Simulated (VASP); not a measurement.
Write the native input for VASP 6.6.1 that does the following.

- Task: single point
- Functional: PBE
- Potentials or basis: VASP PAW PBE potentials, release 64 (Pt, S)
- Cutoff: 520 eV
- k mesh: 13 × 13 × 8
- Occupations: fermi-dirac, width 0.03 eV
- Spin: no spin polarisation
- Dipole correction: no
- Further INCAR settings: ALGO = Normal; EDIFF = 1e-06; NBANDS = 18

The structure of PtS2 lies in POSCAR:

```
PtS2
1.0
    3.5431994758      0.0000000000      0.0000000000
   -1.7715997379      3.0685007567      0.0000000000
    0.0000000000      0.0000000000      5.0388000000
Pt S
1 2
Direct
    0.0000000000      0.0000000000      0.0000000000
    0.3333333333      0.6666666667      0.2500000000
    0.6666666667      0.3333333333      0.7500000000
```

The input as run:

INCAR

```
SYSTEM = PtS2
ALGO     = Normal         ! electronic algorithm
EDIFF    = 1E-6           ! SCF threshold, eV
ENCUT    = 520            ! plane-wave cutoff, eV
GGA      = PE             ! functional
ISIF     = 2              ! what is computed and relaxed
ISMEAR   = -1             ! smearing method
LASPH    = .True.         ! aspherical terms in the spheres
LCHARG   = .False.        ! write CHGCAR
LREAL    = .False.        ! projectors in reciprocal space
LWAVE    = .False.        ! write WAVECAR
NBANDS   = 18             ! bands
NELM     = 80             ! most SCF steps
PREC     = Accurate       ! precision mode
SIGMA    = 0.03           ! smearing width, eV
```

KPOINTS

```
k-points
0
Gamma
  13 13 8
  0 0 0
```

Potentials or basis: VASP PAW PBE potentials, release 64 (Pt, S).

Command:

```sh
$ cat potpaw_PBE.64/Pt/POTCAR potpaw_PBE.64/S/POTCAR > POTCAR
$ mpirun -np 1 vasp_std > vasp.out
```

It gave:

- Pressure: 1.9 GPa
- Largest force: 0.367 eV/Å
- Band gap on the k mesh: 0.50 eV, indirect (least direct gap 0.84 eV)

Caveat: spin-orbit coupling is left out, which moves the levels of the heavy elements.

Run time: 2.3 min on 1 thread of Intel(R) Xeon(R) Platinum 8488C (Sapphire Rapids), with other jobs on the host, peak memory 0.28 GiB.
